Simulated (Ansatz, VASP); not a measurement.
**MgZn4O in VASP and in Ansatz**

INCAR

```
PREC = Accurate ; ENCUT = 600
EDIFF = 1E-6 ; ISMEAR = 0
SIGMA = 0.2 ; LREAL = F
LASPH = T ; NELM = 60
ALGO = Normal ; ISIF = 3
LWAVE = F ; LCHARG = F
GGA = PE ; IBRION = 2
NSW = 36 ; EDIFFG = -0.08
```

File KPOINTS:

```
regular mesh
0
Gamma
  5 5 5
```

The input POSCAR:

```
MgZn4O
1.0
   -3.1650000000      3.1650000000      2.0050000000
    3.1650000000     -3.1650000000      2.0050000000
    3.1650000000      3.1650000000     -2.0050000000
Mg Zn O
1 4 1
Direct
    0.0000000000      0.0000000000      0.0000000000
    0.8000000000      0.4000000000      0.2000000000
    0.2000000000      0.6000000000      0.8000000000
    0.6000000000      0.8000000000      0.4000000000
    0.4000000000      0.2000000000      0.6000000000
    0.5000000000      0.5000000000      0.0000000000
```

Input for Ansatz:

```yaml
crystal:
  lattice:
    - [-3.165, 3.165, 2.005]
    - [3.165, -3.165, 2.005]
    - [3.165, 3.165, -2.005]
  atoms:
    - { symbol: Mg, position: [0.0, 0.0, 0.0] }
    - { symbol: Zn, position: [0.8, 0.4, 0.2] }
    - { symbol: Zn, position: [0.2, 0.6, 0.8] }
    - { symbol: Zn, position: [0.6, 0.8, 0.4] }
    - { symbol: Zn, position: [0.4, 0.2, 0.6] }
    - { symbol: O, position: [0.5, 0.5, 0.0] }
basis:
  ecutwfc: 420
kpoints:
  mp_grid: { grid: [5, 5, 5] }
hamiltonian:
  xc: pbe
scf:
  occupations: { method: gaussian, width: 0.2 }
  lower_state_search: "off"
output:
  forces: true
  stress: true
  eigenvalues: true
relax:
  adjacent_minimum: "off"
  f_tol: 0.08
  max_steps: 16
  cell: { stress_tol: 0.8 }
```

Alike in both runs: task relaxation of cell and atoms; functional PBE; k mesh 5 × 5 × 5; occupations gaussian, width 0.2 eV; no spin polarisation.

```csv
,VASP,Ansatz
version,VASP 6.6.1,Ansatz 0.2.0
potentials or method,"VASP PAW PBE potentials, release 64 (Mg, Zn, O), cutoff 600 eV","scalar-relativistic, plane waves, PAW"
valence electrons in the cell,56,64
```

```tsv
	VASP	Ansatz	Ansatz less VASP
gap on the k mesh at the Fermi level, each at its own relaxed structure (eV)	none	none	-
relaxed volume (Å³/atom)	15.01	14.99	-0.022
relaxed cell length with the largest relative difference (Å)	5.166	5.148	-0.0175
```

A gap of «none» marks a metal or a gap that the smearing closes. VASP's potentials hold 56 valence electrons a cell and Ansatz's 64, so a difference there can come from the potentials and not from the codes.

The k mesh is coarse, so the values compare programs but aren't converged.
